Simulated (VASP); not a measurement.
# Si (a cell with a defect) in VASP: relaxation of the atoms with PBE+D3(BJ)

Aim: the relaxation of the atoms of Si (a cell with a defect) with PBE+D3(BJ).

Everything below comes from runs of VASP 6.6.1. Logs are shortened: lines on timing, memory, paths and dates and some standing lists are left out, and cuts for length are marked.

**1. The cell of the first run**

The cell holds a defect, 17 atoms: a = 7.679 Å, b = 7.679 Å, c = 7.679 Å, α = 60.00°, β = 60.00°, γ = 60.00°.

**2. Relaxation of the atoms, PBE+D3(BJ)**

File INCAR:

```
SYSTEM = Si
PREC = Accurate
ENCUT = 520
EDIFF = 1E-6
ISMEAR = 0
SIGMA = 0.02
LREAL = Auto
LASPH = .TRUE.
NELM = 80
ALGO = Normal
ISIF = 2
LWAVE = .FALSE.
LCHARG = .FALSE.
GGA = PE
IVDW = 12
IBRION = 2
NSW = 80
EDIFFG = -0.03
```

File KPOINTS:

```
regular mesh
0
G
  2 2 2
  0 0 0
```

File POSCAR:

```
Si
1.0
    0.0000000000      5.4300000000      5.4300000000
    5.4300000000      0.0000000000      5.4300000000
    5.4300000000      5.4300000000      0.0000000000
Si
17
Direct
    0.0000000000      0.0000000000      0.0000000000
    0.1250000000      0.1250000000      0.1250000000
    0.0000000000      0.0000000000      0.5000000000
    0.1250000000      0.1250000000      0.6250000000
    0.0000000000      0.5000000000      0.0000000000
    0.1250000000      0.6250000000      0.1250000000
    0.0000000000      0.5000000000      0.5000000000
    0.1250000000      0.6250000000      0.6250000000
    0.5000000000      0.0000000000      0.0000000000
    0.6250000000      0.1250000000      0.1250000000
    0.5000000000      0.0000000000      0.5000000000
    0.6250000000      0.1250000000      0.6250000000
    0.5000000000      0.5000000000      0.0000000000
    0.6250000000      0.6250000000      0.1250000000
    0.5000000000      0.5000000000      0.5000000000
    0.6250000000      0.6250000000      0.6250000000
    0.3831414000      0.3671409000      0.3685783000
```

Potentials or basis: VASP PAW PBE potentials, release 64 (Si).

The run is started by

```bash
$ cat potpaw_PBE.64/Si/POTCAR > POTCAR
$ mpirun -np 1 vasp_std > vasp.out
```

OUTCAR:

```text
SYSTEM = Si
   PREC = Accurate
   ENCUT = 520
   EDIFF = 1E-6
   ISMEAR = 0
   LREAL = Auto
   LASPH = .TRUE.
   NELM = 80
   ISIF = 2
   GGA = PE
   IVDW = 12
   IBRION = 2
   NSW = 80
   EDIFFG = -0.03
 IVDW          = 12

 ion  position               nearest neighbor table
   1  0.000  0.000  0.000-   2 2.35   4 2.35   6 2.35  10 2.35
   2  0.125  0.125  0.125-   1 2.35   3 2.35   5 2.35   9 2.35
   3  0.000  0.000  0.500-   2 2.35   4 2.35   8 2.35  12 2.35
   4  0.125  0.125  0.625-   1 2.35   3 2.35   7 2.35  11 2.35  17 2.72
   5  0.000  0.500  0.000-   2 2.35   6 2.35   8 2.35  14 2.35
   6  0.125  0.625  0.125-   1 2.35   5 2.35   7 2.35  13 2.35  17 2.73
   7  0.000  0.500  0.500-   4 2.35   6 2.35   8 2.35  16 2.35  17 2.40
   8  0.125  0.625  0.625-   3 2.35   5 2.35   7 2.35  15 2.35  17 2.79
   9  0.500  0.000  0.000-   2 2.35  10 2.35  12 2.35  14 2.35
  10  0.625  0.125  0.125-   1 2.35   9 2.35  11 2.35  13 2.35  17 2.64
  11  0.500  0.000  0.500-  17 2.30  10 2.35  12 2.35  16 2.35   4 2.35
  12  0.625  0.125  0.625-   3 2.35   9 2.35  11 2.35  15 2.35  17 2.71
  13  0.500  0.500  0.000-  17 2.31  10 2.35  14 2.35  16 2.35   6 2.35
  14  0.625  0.625  0.125-   5 2.35   9 2.35  13 2.35  15 2.35  17 2.71
  15  0.500  0.500  0.500-   8 2.35  12 2.35  14 2.35  16 2.35  17 2.39
  16  0.625  0.625  0.625-   7 2.35  11 2.35  13 2.35  15 2.35
  17  0.383  0.367  0.369-  11 2.30  13 2.31  15 2.39   7 2.40  10 2.64  12 2.71  14 2.71   4 2.72
                             6 2.73   8 2.79

  LATTYP: Found a face centered cubic cell.
 ALAT       =    10.8600000000

  Lattice vectors:

 A1 = (   0.0000000000,   5.4300000000,   5.4300000000)
 A2 = (   5.4300000000,   0.0000000000,   5.4300000000)
 A3 = (   5.4300000000,   5.4300000000,   0.0000000000)

Analysis of symmetry for initial positions (statically):
=====================================================================
 Subroutine PRICEL returns:
 Original cell was already a primitive cell.

 Routine SETGRP: Setting up the symmetry group for a
 face centered cubic supercell.

 Subroutine GETGRP returns: Found  1 space group operations
 (whereof  1 operations were pure point group operations)
 out of a pool of 48 trial point group operations.

The static configuration has the point symmetry C_1 .

Analysis of symmetry for dynamics (positions and initial velocities):
=====================================================================
 Subroutine PRICEL returns:
 Original cell was already a primitive cell.

 Routine SETGRP: Setting up the symmetry group for a
 face centered cubic supercell.

 Subroutine GETGRP returns: Found  1 space group operations
 (whereof  1 operations were pure point group operations)
 out of a pool of 48 trial point group operations.

The dynamic configuration has the point symmetry C_1 .

 Subroutine INISYM returns: Found  1 space group operations
 (whereof  1 operations are pure point group operations),
 and found     1 'primitive' translations

----------------------------------------------------------------------------------------

                                     Primitive cell

  volume of cell :     320.2060

  direct lattice vectors                    reciprocal lattice vectors
     0.000000000  5.430000000  5.430000000    -0.092081031  0.092081031  0.092081031
     5.430000000  0.000000000  5.430000000     0.092081031 -0.092081031  0.092081031
     5.430000000  5.430000000  0.000000000     0.092081031  0.092081031 -0.092081031

  length of vectors
     7.679179644  7.679179644  7.679179644     0.159489025  0.159489025  0.159489025

  position of ions in fractional coordinates (direct lattice)
     0.000000000  0.000000000  0.000000000
     0.125000000  0.125000000  0.125000000
     0.000000000  0.000000000  0.500000000
     0.125000000  0.125000000  0.625000000
     0.000000000  0.500000000  0.000000000
     0.125000000  0.625000000  0.125000000
[... 9 lines left out ...]
     0.625000000  0.625000000  0.625000000
     0.383141400  0.367140900  0.368578300

  ion indices of the primitive-cell ions
   primitive index   ion index
                 1           1
                 2           2
                 3           3
                 4           4
                 5           5
                 6           6
[... 9 lines left out ...]
                16          16
                17          17

----------------------------------------------------------------------------------------

 KPOINTS: regular mesh

Automatic generation of k-mesh.
 Grid dimensions read from file:
 generate k-points for:    2    2    2

 Generating k-lattice:

  Cartesian coordinates                     Fractional coordinates (reciprocal lattice)
    -0.046040516  0.046040516  0.046040516     0.500000000  0.000000000  0.000000000
     0.046040516 -0.046040516  0.046040516     0.000000000  0.500000000  0.000000000
     0.046040516  0.046040516 -0.046040516     0.000000000  0.000000000  0.500000000

  Length of vectors
     0.079744512  0.079744512  0.079744512

  Shift w.r.t. Gamma in fractional coordinates (k-lattice)
     0.000000000  0.000000000  0.000000000

 Subroutine IBZKPT returns following result:
 ===========================================

 Found      8 irreducible k-points:

 Following reciprocal coordinates:
            Coordinates               Weight
  0.000000  0.000000  0.000000      1.000000
  0.500000  0.000000  0.000000      1.000000
  0.000000  0.500000  0.000000      1.000000
  0.000000  0.000000  0.500000      1.000000
  0.500000  0.500000  0.500000      1.000000
  0.500000  0.500000  0.000000      1.000000
  0.000000  0.500000  0.500000      1.000000
  0.500000  0.000000  0.500000      1.000000
   k-points           NKPTS =      8   k-points in BZ     NKDIM =      8   number of bands    NBANDS=     43
   number of dos      NEDOS =    301   number of ions     NIONS =     17
   total plane-waves  NPLWV = 216000
   dimension x,y,z NGX =    60 NGY =   60 NGZ =   60
   dimension x,y,z NGXF=   120 NGYF=  120 NGZF=  120
   ions per type =              17
   NGX,Y,Z   is equivalent  to a cutoff of  12.99, 12.99, 12.99 a.u.
   NGXF,Y,Z  is equivalent  to a cutoff of  25.98, 25.98, 25.98 a.u.
 SYSTEM =  Si
   PREC   = accura    normal or accurate (medium, high low for compatibility)
   ISTART =      0    job   : 0-new  1-cont  2-samecut
   ICHARG =      2    charge: 1-file 2-atom 10-const
   ISPIN  =      1    spin polarized calculation?
   LNONCOLLINEAR =      F non collinear calculations
   LSORBIT =      F    spin-orbit coupling
   LASPH  =      T    aspherical Exc in radial PAW
   ENCUT  =  520.0 eV  38.22 Ry    6.18 a.u.  14.28 14.28 14.28*2*pi/ulx,y,z
   NELM   =     80;   NELMIN=  2; NELMDL= -5     # of ELM steps
   EDIFF  = 0.1E-05   stopping-criterion for ELM
   LREAL  =      T    real-space projection
   EDIFFG = -.3E-01   stopping-criterion for IOM
   NSW    =     80    number of steps for IOM
   IBRION =      2    ionic relax: 0-MD 1-quasi-New 2-CG
   NFREE  =      1    steps in history (QN), initial steepest desc. (CG)
   ISIF   =      2    stress and relaxation
   ISYM   =      2    0-nonsym 1-usesym 2-fastsym
   POTIM  = 0.5000    time-step for ionic-motion
   TEBEG  =    0.0;   TEEND  =   0.0 temperature during run
   PSTRESS=    0.0 pullay stress
   NELECT =      68.0000    total number of electrons
   NUPDOWN=      -1.0000    fix difference up-down
   EMIN   =  10.00;   EMAX   =-10.00  energy-range for DOS
   EFERMI =   0.00;   METHOD = LEGACY
   ISMEAR =     0;   SIGMA  =   0.02  broadening in eV -4-tet -1-fermi 0-gaus
   EFERMI_NEDOS =   21; number of points for ismear=-14 and -15
   IALGO  =     38    algorithm
   IMIX   =      4    mixing-type and parameters
     AMIX     =   0.40;   BMIX     =  1.00
     AMIX_MAG =   1.60;   BMIX_MAG =  1.00
  volume/ion in A,a.u.               =      18.84       127.11
  Fermi-wavevector in a.u.,A,eV,Ry     =   0.976715  1.845724 12.979587  0.953973
  Thomas-Fermi vector in A             =   2.107356
   LORBIT       =      0    0 simple, 1 ext, 2 COOP (PROOUT), +10 PAW based schemes
   GGA     = PE    functional components
   LHFCALC =     F    Hartree Fock is set to
   AEXX    =    0.0000 exact exchange contribution
   IVDW    =    12    specifies the selected vdW correction
   LEPSILON=     F    determine dielectric tensor
   LRPA    =     F    only Hartree local field effects (RPA)
 conjugate gradient relaxation of ions
 non-spin polarized calculation
 Gauss-broadening in eV      SIGMA  =   0.02
  energy-cutoff  :      520.00
  volume of cell :      320.21
 maximum number of plane-waves:      8646
 NGX is ok and might be reduce to    60
   NGX = 29   NGY = 29   NGZ = 29

--------------------------------------- Ionic step        1  -------------------------------------------

 number of electron      68.0000004 magnetization

 Free energy of the ion-electron system (eV)
  ---------------------------------------------------
  ext. energy  EPLUGINS =         0.00000000
  ---------------------------------------------------
  free energy    TOTEN  =       -87.84252816 eV

  energy without entropy =      -87.83873999  energy(sigma->0) =      -87.84063408

------------------------ aborting loop because EDIFF is reached ----------------------------------------

 Edisp (eV)   -5.64467

 E8    (eV) :    -2.3351

  FORCE on cell =-STRESS in cart. coord.  units (eV):
  Direction    XX          YY          ZZ          XY          YZ          ZX
  --------------------------------------------------------------------------------------
  -------------------------------------------------------------------------------------
  Total       5.93568     5.77562     5.77237     0.00837    -0.98659     0.11899
  in kB      29.69967    28.89881    28.88253     0.04189    -4.93651     0.59538
  external pressure =       29.16 kB  Pullay stress =        0.00 kB

 VOLUME and BASIS-vectors are now :
 -----------------------------------------------------------------------------
  energy-cutoff  :      520.00
  volume of cell :      320.21
      direct lattice vectors                 reciprocal lattice vectors
     0.000000000  5.430000000  5.430000000    -0.092081031  0.092081031  0.092081031
     5.430000000  0.000000000  5.430000000     0.092081031 -0.092081031  0.092081031
     5.430000000  5.430000000  0.000000000     0.092081031  0.092081031 -0.092081031
[... 293 lines left out ...]
      6.76829      6.78975      6.78782         0.025311     -0.002645      0.001173
      4.04445      4.07588      4.07331         0.053108     -0.005767     -0.001069
 -----------------------------------------------------------------------------------
    total drift:                                0.000042     -0.000714     -0.000855

  FREE ENERGIE OF THE ION-ELECTRON SYSTEM (eV)
  ---------------------------------------------------
  free  energy   TOTEN  =       -93.6326671015 eV

  energy  without entropy=      -93.6288120807  energy(sigma->0) =      -93.63073959

--------------------------------------- Ionic step        7  -------------------------------------------

 number of electron      68.0000000 magnetization

 Free energy of the ion-electron system (eV)
  ---------------------------------------------------
  ext. energy  EPLUGINS =         0.00000000
  ---------------------------------------------------
  free energy    TOTEN  =       -87.98947829 eV

  energy without entropy =      -87.98562248  energy(sigma->0) =      -87.98755039

 E-fermi :   6.9200     XC(G=0):  -9.6742

 val. band max:        6.6849125613   @ k =   0.0000   0.0000   0.0000
 cond. band min:       6.9259128326   @ k =   0.5000   0.5000   0.0000
 fundamental gap:      0.2410002713
 Fermi energy:         6.9200218279

 k-point     1 :       0.0000    0.0000    0.0000
  band No.  band energies     occupation
      1      -6.3192      2.00000
      2      -3.7760      2.00000
      3      -3.6297      2.00000
      4      -3.6275      2.00000
      5      -3.6269      2.00000
      6      -2.8033      2.00000
[... 387 lines left out ...]
      2.70938      2.71124      0.00405         0.003185     -0.004993      0.003070
      4.07079      4.07361      1.32434        -0.009632      0.016560      0.011429
      2.70960      0.00399      2.71128         0.001297      0.003992     -0.005892
      4.07087      1.32450      4.07343        -0.007768      0.011405      0.015547
[... 9 lines left out ...]
      6.76832      6.78972      6.78800         0.014771     -0.000752     -0.002230
      4.04807      4.07540      4.07322         0.022578     -0.001288     -0.002075
 -----------------------------------------------------------------------------------
    total drift:                                0.000697      0.000999      0.000059

  FREE ENERGIE OF THE ION-ELECTRON SYSTEM (eV)
  ---------------------------------------------------
  free  energy   TOTEN  =       -93.6328346366 eV

  energy  without entropy=      -93.6289788207  energy(sigma->0) =      -93.63090673

 reached required accuracy - stopping structural energy minimisation
```

Run time: 5.5 min. Hardware: 1 thread of Intel Xeon 6975P-C (Granite Rapids), shared host; peak memory 0.54 GiB.

Results:

```
Free energy                  : -93.6328 eV
Energy gained by relaxing    : 8.6 meV/atom
Ionic steps                  : 7
Pressure after relaxing      : 2.4 GPa
Largest force after relaxing : 0.028 eV/Å
Band gap on the k mesh       : zero (bands 34 and 35 overlap by 0.25 eV)
Dispersion energy per atom   : -0.332 eV
```

Forces in eV/Å, atoms in the order of the input:
```
Si   0.001 -0.009 -0.009
Si   0.003 -0.001  0.000
Si   0.003 -0.005  0.003
Si  -0.010  0.017  0.011
Si   0.001  0.004 -0.006
Si  -0.008  0.011  0.016
Si   0.007 -0.019 -0.020
Si  -0.010  0.001  0.002
Si  -0.001  0.010  0.010
Si   0.013  0.001 -0.002
Si  -0.012 -0.003  0.005
Si  -0.007 -0.012 -0.015
Si  -0.017  0.001  0.001
Si  -0.005 -0.014 -0.012
Si   0.003  0.021  0.019
Si   0.015 -0.001 -0.002
Si   0.023 -0.001 -0.002
```

The path:
```
step  energy change (eV)  largest force (eV/Å)  pressure (GPa)
   1              0.0000                1.2039            2.92
   2             -0.1391                0.2130            2.40
   3             -0.1394                0.2186            2.39
   4             -0.1442                0.1059            2.38
   5             -0.1443                0.1104            2.38
   6             -0.1455                0.0534            2.39
   7             -0.1456                0.0285            2.40
```

Final structure:
```
CELL_PARAMETERS angstrom
0.00000 5.43000 5.43000
5.43000 0.00000 5.43000
5.43000 5.43000 0.00000
ATOMIC_POSITIONS crystal
Si 0.00072 0.00038 0.00041
Si 0.12490 0.12509 0.12508
Si 0.00054 0.00020 0.49876
Si 0.12221 0.12169 0.62800
Si 0.00052 0.49879 0.00021
Si 0.12220 0.62797 0.12173
Si 0.99567 0.50145 0.50145
Si 0.12215 0.62788 0.62789
Si 0.49844 0.00042 0.00044
Si 0.62820 0.12178 0.12184
Si 0.50264 0.99183 0.50286
Si 0.62814 0.12169 0.62801
Si 0.50253 0.50273 0.99219
Si 0.62814 0.62799 0.12173
Si 0.50156 0.50163 0.50163
Si 0.62702 0.62308 0.62339
Si 0.37758 0.37255 0.37295
```

Levels at points of the mesh, in eV from the Fermi level:
| k point | band 30 | band 31 | band 32 | band 33 | band 34 | band 35 | band 36 | band 37 | band 38 | band 39 |
| --- | --- | --- | --- | --- | --- | --- | --- | --- | --- | --- |
| (0.00, 0.00, 0.00) | -1.76 | -0.83 | -0.83 | -0.83 | -0.26 | -0.25 | -0.24 | 0.08 | 0.08 | 0.39 |
| (0.50, 0.00, 0.00) | -1.59 | -1.57 | -1.44 | -1.44 | -0.35 | 0.52 | 0.54 | 0.89 | 0.89 | 1.28 |
| (0.00, 0.50, 0.00) | -1.59 | -1.58 | -1.44 | -1.44 | -0.35 | 0.52 | 0.54 | 0.88 | 0.89 | 1.28 |
| (0.00, 0.00, 0.50) | -1.59 | -1.58 | -1.44 | -1.44 | -0.35 | 0.52 | 0.54 | 0.88 | 0.89 | 1.28 |
| (0.50, 0.50, 0.50) | -1.59 | -1.57 | -1.44 | -1.44 | -0.35 | 0.51 | 0.54 | 0.89 | 0.89 | 1.28 |
| (0.50, 0.50, 0.00) | -2.03 | -2.03 | -1.90 | -1.00 | 0.01 | 0.70 | 1.02 | 1.02 | 1.14 | 1.89 |
| (0.00, 0.50, 0.50) | -2.03 | -2.03 | -1.90 | -1.00 | 0.01 | 0.71 | 1.01 | 1.02 | 1.14 | 1.89 |
| (0.50, 0.00, 0.50) | -2.03 | -2.03 | -1.90 | -1.00 | 0.01 | 0.70 | 1.02 | 1.02 | 1.14 | 1.89 |

Caveat: the k points lie up to 0.50 Å⁻¹ apart.

The gap in the log of VASP goes by the Fermi energy; the results here count the filled bands.